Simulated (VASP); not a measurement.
# TiSi2 (Fddd) in VASP: notebook

The runs below take TiSi2 through single point, with PBE.

All numbers are computed with VASP 6.6.1; they aren't measurements. Logs are shortened: lines on timing, memory, paths and dates and some standing lists are left out, and cuts for length are marked.

**1. The cell of the first run**

Symmetry: Fddd, No. 70, orthorhombic system. The conventional cell has a = 4.808 Å, b = 8.270 Å, c = 8.559 Å, α = 90.00°, β = 90.00°, γ = 90.00°. Within 3.4 Å of Ti (site symmetry 222) lie 10 Si at 2.56 to 2.79 Å and 4 Ti at 3.21 Å. Si (site symmetry 2) has 9 Si at 2.53 to 3.21 Å and 5 Ti at 2.56 to 2.79 Å within 3.3 Å.

**2. Single point, PBE**

Contents of INCAR:

```
SYSTEM = TiSi2
ALGO = Normal
EDIFF = 1E-6
ENCUT = 520
GGA = PE
ISIF = 2
ISMEAR = 0
LASPH = .TRUE.
LCHARG = .TRUE.
LELF = .TRUE.
LREAL = .FALSE.
LVHAR = .TRUE.
LWAVE = .FALSE.
NBANDS = 29
NELM = 60
PREC = Accurate
SIGMA = 0.1
```

Contents of KPOINTS:

```
k-points
0
G
  10 10 10
  0 0 0
```

Contents of POSCAR:

```
TiSi2
1.0
    0.0000000000      4.1352434416      4.2794700667
    2.4038297731      0.0000000000      4.2794700667
    2.4038297731      4.1352434416      0.0000000000
Ti Si
2 4
Direct
    0.7500000000      0.7500000000      0.7500000000
    0.5000000000      0.5000000000      0.5000000000
    0.0868387723      0.4131612277      0.0868387723
    0.4131612277      0.0868387723      0.4131612277
    0.1631612277      0.8368387723      0.1631612277
    0.8368387723      0.1631612277      0.8368387723
```

Potentials or basis: VASP PAW PBE potentials, release 64 (Ti_sv, Si).

Launch:

```bash
> cat potpaw_PBE.64/Ti_sv/POTCAR potpaw_PBE.64/Si/POTCAR > POTCAR
> mpirun -np 1 vasp_std > vasp.out
```

OUTCAR:

```text
SYSTEM = TiSi2
   EDIFF = 1E-6
   ENCUT = 520
   GGA = PE
   ISIF = 2
   ISMEAR = 0
   LASPH = .TRUE.
   LREAL = .FALSE.
   NELM = 60
   PREC = Accurate

 ion  position               nearest neighbor table
   1  0.750  0.750  0.750-   6 2.56   5 2.56   6 2.56   5 2.56   4 2.76   4 2.76   3 2.76   3 2.76
                             3 2.79   4 2.79
   2  0.500  0.500  0.500-   3 2.56   4 2.56   3 2.56   4 2.56   5 2.76   5 2.76   6 2.76   6 2.76
                             5 2.79   6 2.79
   3  0.087  0.413  0.087-   5 2.53   5 2.53   2 2.56   2 2.56   4 2.70   1 2.76   1 2.76   1 2.79
                             4 2.80   4 2.80
   4  0.413  0.087  0.413-   6 2.53   6 2.53   2 2.56   2 2.56   3 2.70   1 2.76   1 2.76   1 2.79
                             3 2.80   3 2.80
   5  0.163  0.837  0.163-   3 2.53   3 2.53   1 2.56   1 2.56   6 2.70   2 2.76   2 2.76   2 2.79
                             6 2.80   6 2.80
   6  0.837  0.163  0.837-   4 2.53   4 2.53   1 2.56   1 2.56   5 2.70   2 2.76   2 2.76   2 2.79
                             5 2.80   5 2.80

  LATTYP: Found a face centered orthorhombic cell.
 ALAT       =     4.8076595462
 B/A-ratio  =     1.7202729943
 C/A-ratio  =     1.7802716792

  Lattice vectors:

 A1 = (   0.0000000000,   4.1352434416,   4.2794700667)
 A2 = (   2.4038297731,   0.0000000000,   4.2794700667)
 A3 = (   2.4038297731,   4.1352434416,   0.0000000000)

Analysis of symmetry for initial positions (statically):
=====================================================================
 Subroutine PRICEL returns:
 Original cell was already a primitive cell.

 Routine SETGRP: Setting up the symmetry group for a
 face centered orthorhombic supercell.

 Subroutine GETGRP returns: Found  8 space group operations
 (whereof  4 operations were pure point group operations)
 out of a pool of  8 trial point group operations.

The static configuration has the point symmetry D_2 .
 The point group associated with its full space group is D_2h.

Analysis of symmetry for dynamics (positions and initial velocities):
=====================================================================
 Subroutine PRICEL returns:
 Original cell was already a primitive cell.

 Routine SETGRP: Setting up the symmetry group for a
 face centered orthorhombic supercell.

 Subroutine GETGRP returns: Found  8 space group operations
 (whereof  4 operations were pure point group operations)
 out of a pool of  8 trial point group operations.

The dynamic configuration has the point symmetry D_2 .
 The point group associated with its full space group is D_2h.

 Subroutine INISYM returns: Found  8 space group operations
 (whereof  4 operations are pure point group operations),
 and found     1 'primitive' translations

----------------------------------------------------------------------------------------

                                     Primitive cell

  volume of cell :      85.0795

  direct lattice vectors                    reciprocal lattice vectors
     0.000000000  4.135243442  4.279470067    -0.208001417  0.120911866  0.116836896
     2.403829773  0.000000000  4.279470067     0.208001417 -0.120911866  0.116836896
     2.403829773  4.135243442  0.000000000     0.208001417  0.120911866 -0.116836896

  length of vectors
     5.950974909  4.908386866  4.783161705     0.267460519  0.267460519  0.267460519

  position of ions in fractional coordinates (direct lattice)
     0.750000000  0.750000000  0.750000000
     0.500000000  0.500000000  0.500000000
     0.086838772  0.413161228  0.086838772
     0.413161228  0.086838772  0.413161228
     0.163161228  0.836838772  0.163161228
     0.836838772  0.163161228  0.836838772

  ion indices of the primitive-cell ions
   primitive index   ion index
                 1           1
                 2           2
                 3           3
                 4           4
                 5           5
                 6           6

----------------------------------------------------------------------------------------

 KPOINTS: k-points

Automatic generation of k-mesh.
 Grid dimensions read from file:
 generate k-points for:   10   10   10

 Generating k-lattice:

  Cartesian coordinates                     Fractional coordinates (reciprocal lattice)
    -0.020800142  0.012091187  0.011683690     0.100000000  0.000000000  0.000000000
     0.020800142 -0.012091187  0.011683690     0.000000000  0.100000000 -0.000000000
     0.020800142  0.012091187 -0.011683690     0.000000000 -0.000000000  0.100000000

  Length of vectors
     0.026746052  0.026746052  0.026746052

  Shift w.r.t. Gamma in fractional coordinates (k-lattice)
     0.000000000  0.000000000  0.000000000

 Subroutine IBZKPT returns following result:
 ===========================================

 Found    171 irreducible k-points:

 Following reciprocal coordinates:
            Coordinates               Weight
  0.000000  0.000000  0.000000      1.000000
  0.100000 -0.000000 -0.000000      8.000000
  0.200000 -0.000000 -0.000000      8.000000
  0.300000  0.000000  0.000000      8.000000
  0.400000 -0.000000 -0.000000      8.000000
  0.500000 -0.000000 -0.000000      4.000000
[... 16 lines left out ...]
  0.300000  0.300000  0.000000      2.000000
  0.400000  0.300000  0.000000      8.000000
 [... further k-points ...]
   k-points           NKPTS =    171   k-points in BZ     NKDIM =    171   number of bands    NBANDS=     29
   number of dos      NEDOS =    301   number of ions     NIONS =      6
   total plane-waves  NPLWV =  69120
   dimension x,y,z NGX =    48 NGY =   40 NGZ =   36
   dimension x,y,z NGXF=    96 NGYF=   80 NGZF=   72
   ions per type =               2   4
   NGX,Y,Z   is equivalent  to a cutoff of  13.41, 13.55, 12.51 a.u.
   NGXF,Y,Z  is equivalent  to a cutoff of  26.82, 27.10, 25.02 a.u.
 SYSTEM =  TiSi2
   PREC   = accura    normal or accurate (medium, high low for compatibility)
   ISTART =      0    job   : 0-new  1-cont  2-samecut
   ICHARG =      2    charge: 1-file 2-atom 10-const
   ISPIN  =      1    spin polarized calculation?
   LNONCOLLINEAR =      F non collinear calculations
   LSORBIT =      F    spin-orbit coupling
   LASPH  =      T    aspherical Exc in radial PAW
   ENCUT  =  520.0 eV  38.22 Ry    6.18 a.u.  11.06  9.13  8.89*2*pi/ulx,y,z
   NELM   =     60;   NELMIN=  2; NELMDL= -5     # of ELM steps
   EDIFF  = 0.1E-05   stopping-criterion for ELM
   LREAL  =      F    real-space projection
   EDIFFG = 0.1E-04   stopping-criterion for IOM
   NSW    =      0    number of steps for IOM
   IBRION =     -1    ionic relax: 0-MD 1-quasi-New 2-CG
   NFREE  =      0    steps in history (QN), initial steepest desc. (CG)
   ISIF   =      2    stress and relaxation
   ISYM   =      2    0-nonsym 1-usesym 2-fastsym
   POTIM  = 0.5000    time-step for ionic-motion
   TEBEG  =    0.0;   TEEND  =   0.0 temperature during run
   PSTRESS=    0.0 pullay stress
   NELECT =      40.0000    total number of electrons
   NUPDOWN=      -1.0000    fix difference up-down
   EMIN   =  10.00;   EMAX   =-10.00  energy-range for DOS
   EFERMI =   0.00;   METHOD = LEGACY
   ISMEAR =     0;   SIGMA  =   0.10  broadening in eV -4-tet -1-fermi 0-gaus
   EFERMI_NEDOS =   21; number of points for ismear=-14 and -15
   IALGO  =     38    algorithm
   IMIX   =      4    mixing-type and parameters
     AMIX     =   0.40;   BMIX     =  1.00
     AMIX_MAG =   1.60;   BMIX_MAG =  1.00
  volume/ion in A,a.u.               =      14.18        95.69
  Fermi-wavevector in a.u.,A,eV,Ry     =   1.272975  2.405574 22.047772  1.620466
  Thomas-Fermi vector in A             =   2.405824
   LORBIT       =      0    0 simple, 1 ext, 2 COOP (PROOUT), +10 PAW based schemes
   GGA     = PE    functional components
   LHFCALC =     F    Hartree Fock is set to
   AEXX    =    0.0000 exact exchange contribution
   IVDW    =     0    specifies the selected vdW correction
   LEPSILON=     F    determine dielectric tensor
   LRPA    =     F    only Hartree local field effects (RPA)
 non-spin polarized calculation
 Gauss-broadening in eV      SIGMA  =   0.10
  energy-cutoff  :      520.00
  volume of cell :       85.08
 maximum number of plane-waves:      2310
 NGX is ok and might be reduce to    48
   NGX = 23   NGY = 19   NGZ = 17

 number of electron      39.9999997 magnetization

 Free energy of the ion-electron system (eV)
  ---------------------------------------------------
  ext. energy  EPLUGINS =         0.00000000
  ---------------------------------------------------
  free energy    TOTEN  =       -40.70968779 eV

  energy without entropy =      -40.69865700  energy(sigma->0) =      -40.70417240

 E-fermi :  10.0158     XC(G=0): -11.6739

 val. band max:       10.0119321224   @ k =  -0.4000   0.4000   0.2000
 cond. band min:      10.0216335290   @ k =  -0.1000   0.3000   0.4000
 fundamental gap:      0.0097014066
 Fermi energy:        10.0158054571

 k-point     1 :       0.0000    0.0000    0.0000
  band No.  band energies     occupation
      1     -46.2934      2.00000
      2     -46.2666      2.00000
      3     -22.6634      2.00000
      4     -22.6585      2.00000
      5     -22.5799      2.00000
      6     -22.5656      2.00000
[... 21 lines left out ...]
     28      13.6934      0.00000
     29      13.7676      0.00000

 k-point     2 :       0.1000   -0.0000   -0.0000
  band No.  band energies     occupation
      1     -46.2929      2.00000
      2     -46.2671      2.00000
      3     -22.6634      2.00000
      4     -22.6578      2.00000
      5     -22.5825      2.00000
      6     -22.5656      2.00000
[... 21 lines left out ...]
     28      13.6633      0.00000
     29      13.8156      0.00000

 k-point     3 :       0.2000   -0.0000   -0.0000
  band No.  band energies     occupation
      1     -46.2915      2.00000
      2     -46.2685      2.00000
      3     -22.6651      2.00000
      4     -22.6538      2.00000
      5     -22.5899      2.00000
      6     -22.5653      2.00000
[... 638 lines left out ...]
      5     -22.6086      2.00000
      6     -22.5712      2.00000
[... 21 lines left out ...]
     28      14.0186      0.00000
     29      14.0793      0.00000

 k-point    24 :       0.4000    0.3000    0.0000
  band No.  band energies     occupation
      1     -46.2859      2.00000
      2     -46.2740      2.00000
      3     -22.6506      2.00000
      4     -22.6304      2.00000
      5     -22.6174      2.00000
      6     -22.5781      2.00000
[... 21 lines left out ...]
     28      13.9870      0.00000
     29      14.1106      0.00000

 [... further k-points ...]

------------------------ aborting loop because EDIFF is reached ----------------------------------------

  FORCE on cell =-STRESS in cart. coord.  units (eV):
  Direction    XX          YY          ZZ          XY          YZ          ZX
  --------------------------------------------------------------------------------------
  -------------------------------------------------------------------------------------
  Total       -0.0005735      0.0004574      0.0009994      0.0000000      0.0000000      0.0000000
  in kB       -0.0108005      0.0086138      0.0188206      0.0000000      0.0000000      0.0000000
  external PRESSURE =       0.0055447 kB  Pullay stress =       0.0000000 kB

 VOLUME and BASIS-vectors are now :
 -----------------------------------------------------------------------------
  energy-cutoff  :      520.00
  volume of cell :       85.08
      direct lattice vectors                 reciprocal lattice vectors
     0.000000000  4.135243442  4.279470067    -0.208001417  0.120911866  0.116836896
     2.403829773  0.000000000  4.279470067     0.208001417 -0.120911866  0.116836896
     2.403829773  4.135243442  0.000000000     0.208001417  0.120911866 -0.116836896

 POSITION                                       TOTAL-FORCE (eV/Angst)
 -----------------------------------------------------------------------------------
      3.60574      6.20287      6.41921         0.000000      0.000000      0.000000
      2.40383      4.13524      4.27947         0.000000     -0.000000     -0.000000
      1.20191      0.71820      2.13974        -0.000000      0.000643      0.000000
      1.20191      3.41704      2.13974        -0.000000     -0.000643      0.000000
      2.40383      1.34942      4.27947         0.000000     -0.000643     -0.000000
      2.40383      6.92106      4.27947         0.000000      0.000643     -0.000000
 -----------------------------------------------------------------------------------
    total drift:                               -0.000000     -0.000000     -0.000000

  FREE ENERGIE OF THE ION-ELECTRON SYSTEM (eV)
  ---------------------------------------------------
  free  energy   TOTEN  =       -40.7096877934 eV

  energy  without entropy=      -40.6986569978  energy(sigma->0) =      -40.70417240
```

Run time: 5 min. Hardware: 1 thread of Intel Xeon Platinum 8488C (Sapphire Rapids), shared host; peak memory 0.49 GiB.

What came out:

| Quantity | Value |
| --- | --- |
| Free energy | -40.7097 eV |
| Pressure | 0.0 GPa |
| Band gap on the k mesh | zero (bands 20 and 21 overlap by 1.82 eV) |

(Continued in part 2 of 2.)
